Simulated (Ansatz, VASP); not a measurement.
**Sn: VASP beside Ansatz**

```xyz
1
Lattice="-1.6054 1.6054 1.6054 1.6054 -1.6054 1.6054 1.6054 1.6054 -1.6054" Properties=species:S:1:pos:R:3 pbc="T T T"
Sn    0.0000    0.0000    0.0000
```

Change from the starting cell: volume scaled by 0.65, PAW files.

Alike in both runs: task single point; functional LDA; k mesh 14 × 14 × 14; occupations fermi-dirac, width 0.08 eV; no spin polarisation.

|  | VASP | Ansatz |
| --- | --- | --- |
| version | VASP 6.6.1 | Ansatz 0.2.0 |
| potentials or method | VASP PAW LDA potentials, release 64 (Sn_d) | PAW with Ansatz's default frozen-core files, scalar-relativistic |
| plane-wave cutoff (eV) | 520 | 420 |
| valence electrons in the cell | 14 | 14 |

```tsv
	VASP	Ansatz	Ansatz less VASP
pressure (GPa)	73.4	72.8	-0.56
```

LDA's correlation is that of Perdew and Zunger in VASP and of Perdew and Wang (1992) in Ansatz. Both programs put the cell under a high pressure, so it lies far from rest at this level.

Noted on VASP's run: the cell as given lies far from equilibrium.
